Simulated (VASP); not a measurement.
Rh: relaxation of cell and atoms with PBE

Rh:

```xyz
1
Lattice="0.0000 1.8979 1.8979 1.8979 0.0000 1.8979 1.8979 1.8979 0.0000" Properties=species:S:1:pos:R:3 pbc="T T T"
Rh    0.0000    0.0000    0.0000
```

```json
{
  "Program": "VASP 6.6.1",
  "Task": "relaxation of cell and atoms",
  "Functional": "PBE",
  "Potentials or basis": "VASP PAW PBE potentials, release 64 (Rh_pv)",
  "Cutoff": "500 eV",
  "k mesh": "10 × 10 × 10",
  "Occupations": "fermi-dirac, width 0.15 eV",
  "Spin": "no spin polarisation",
  "Dipole correction": "no",
  "Further INCAR settings": "ALGO = Normal; EDIFF = 1e-07; IBRION = 2; EDIFFG = -0.02; NSW = 80; ISIF = 3"
}
```

The relaxed volume is 14.11 Å³/atom, the relaxed cell is a = 2.712 Å, b = 2.712 Å, c = 2.712 Å, α = 60.00°, β = 60.00°, γ = 60.00° and the space group after relaxing (to 0.05 Å) is Fm-3m (No. 225). The energy gained by relaxing is 10.6 meV/atom. The ionic steps are 3 and the pressure after relaxing is -0.2 GPa.

The path:
| step | energy change (eV) | largest force (eV/Å) | pressure (GPa) | volume (Å³) |
| --- | --- | --- | --- | --- |
| 1 | 0.0000 | 0.0000 | 8.33 | 13.67 |
| 2 | 0.0406 | 0.0000 | -14.80 | 15.13 |
| 3 | -0.0106 | 0.0000 | -0.19 | 14.11 |

Final structure:
```
Rh
1.0
     0.00000    1.91774    1.91774
     1.91774    0.00000    1.91774
     1.91774    1.91774    0.00000
Rh
1
Direct
  0.00000 0.00000 0.00000
```

Levels at points of the mesh, in eV from the Fermi level:
```tsv
k point	band 3	band 4	band 5	band 6	band 7	band 8	band 9	band 10	band 11
(0.00, 0.00, 0.00)	-46.32	-7.76	-2.94	-2.94	-2.94	-0.94	-0.94	16.02	20.62
(0.50, 0.00, 0.00)	-46.41	-5.89	-3.02	-3.02	0.56	0.56	0.77	8.39	15.52
(0.50, 0.50, 0.00)	-46.57	-6.06	-5.71	0.53	0.96	0.96	3.24	11.96	13.18
```

Run time: 13 s on 1 thread of Intel(R) Xeon(R) Platinum 8488C (Sapphire Rapids), with other jobs on the host, peak memory 0.13 GiB.

PBE usually gives volumes a little too large and moduli too small. Zero-point motion and thermal expansion aren't in these numbers.
